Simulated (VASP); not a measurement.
The system is Co.

```
Co
1.0
     2.49352    0.00000    0.00000
    -1.24676    2.15945    0.00000
     0.00000    0.00000    4.02778
Co
2
Cartesian
  0.0000 1.4396 1.0069
  1.2468 0.7198 3.0208
```

Base run:

* Program: VASP 6.6.1
* Functional: PBE
* Potentials or basis: VASP PAW PBE potentials, release 64 (Co)
* Cutoff: 520 eV
* k mesh: 14 × 14 × 8
* Occupations: methfessel-paxton, width 0.6 eV
* Spin: collinear spin, ferromagnetic start
* Starting moments: [1.69, 1.69] μB

Its results: pressure -0.1 GPa; net moment 3.32 μB per cell; site moments Co +1.68 μB.

After a change of settings the same cell gave: pressure 0.1 GPa; net moment 3.10 μB per cell; site moments Co +1.56 μB. Which change was it?
A. occupations from methfessel-paxton, width 0.6 eV to fermi-dirac, width 0.2 eV
B. k mesh from 14 × 14 × 8 to 4 × 4 × 2; occupations from methfessel-paxton, width 0.6 eV to fermi-dirac, width 0.05 eV
C. k mesh from 14 × 14 × 8 to 2 × 2 × 1; occupations from methfessel-paxton, width 0.6 eV to fermi-dirac, width 0.05 eV
D. occupations from methfessel-paxton, width 0.6 eV to fermi-dirac, width 0.01 eV

A.
